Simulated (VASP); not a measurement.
Wanted: the native input for a VASP 6.6.1 run.

```yaml
Task: single point
Functional: LDA
Potentials_or_basis: VASP PAW LDA potentials, release 64 (H)
Cutoff: 520 eV
k_mesh: 10 × 10 × 4
Occupations: gaussian, width 0.05 eV
Spin: no spin polarisation
Dipole_correction: no
Further_INCAR_settings: ALGO = Normal; EDIFF = 1e-06; NBANDS = 10
```

The structure of H lies in POSCAR:

```
H
1.0
    1.5513278750     -2.5706170441      0.0000000000
    1.5513278750      2.5706170441      0.0000000000
    0.0000000000      0.0000000000      7.1297804993
H
4
Direct
    0.5678085000      0.4321915000      0.9995149500
    0.4321915000      0.5678085000      0.0004850500
    0.4321915000      0.5678085000      0.4995149500
    0.5678085000      0.4321915000      0.5004850500
```

This cell differs from its parent crystal: ratio of the length along z to the lengths across it x 1.2, volume and fractional coordinates fixed.

One way to write it, as run:

INCAR

```
ALGO = Normal ; EDIFF = 1E-6
ENCUT = 520 ; GGA = CA
ISIF = 2 ; ISMEAR = 0
LASPH = T ; LCHARG = T
LELF = T ; LREAL = F
LVHAR = T ; LWAVE = F
NBANDS = 10 ; NELM = 100
PREC = Accurate ; SIGMA = 0.05
```

KPOINTS

```
k-points
0
Gamma
  10 10 4
```

Potentials or basis: VASP PAW LDA potentials, release 64 (H).

Run with:

```console
$ cat potpaw_LDA.64/H/POTCAR > POTCAR
$ mpirun -np 1 vasp_std > vasp.out
```

It gave:

```
Pressure               : 3.2 GPa
Largest force          : 2.879 eV/Å
Band gap on the k mesh : 8.54 eV
```

Caveat: forces of over 1 eV/Å act on the atoms, so gaps and moduli don't describe the material at rest.

It took 55 s on 1 thread of Intel Xeon 6975P-C, with other jobs on the host, peak memory 0.17 GiB.
